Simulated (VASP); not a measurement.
A run of VASP 6.6.1 is set up as follows.

INCAR

```
PREC = Accurate
ENCUT = 520
EDIFF = 1E-6
ISMEAR = -1
SIGMA = 0.1
LREAL = F
LASPH = T
NELM = 80
ALGO = Normal
ISIF = 2
LWAVE = F
LCHARG = T
LELF = T
LVHAR = T
NBANDS = 26
```

KPOINTS

```
Automatic mesh
0
Gamma
  4 4 4
```

File POSCAR:

```
NaSc
1.0
    4.6805051145      0.0000000000      0.0000000000
    0.0000000000      4.6805051145      0.0000000000
    0.0000000000      0.0000000000      4.6805051145
Na Sc
2 2
Direct
    0.0000000000      0.0000000000      0.0000000000
    0.0000000000      0.5000000000      0.5000000000
    0.5000000000      0.0000000000      0.5000000000
    0.5000000000      0.5000000000      0.0000000000
```

Potentials or basis: VASP PAW LDA potentials, release 64 (Na_pv, Sc_sv).

Launch:

```console
$ cat potpaw_LDA.64/Na_pv/POTCAR potpaw_LDA.64/Sc_sv/POTCAR > POTCAR
$ mpirun -np 1 vasp_std > vasp.out
```

Problem. What does it give for the pressure?

Solution. 0.0 GPa.

Problem. Predict the band gap on the k mesh.

Solution. Zero (band 18 reaches 2.47 eV, above the bottom of band 19 at 2.27 eV).

Stress tensor (GPa, compression positive):
```
 2.45  0.00  0.00
 0.00 -1.26  0.00
 0.00  0.00 -1.26
```
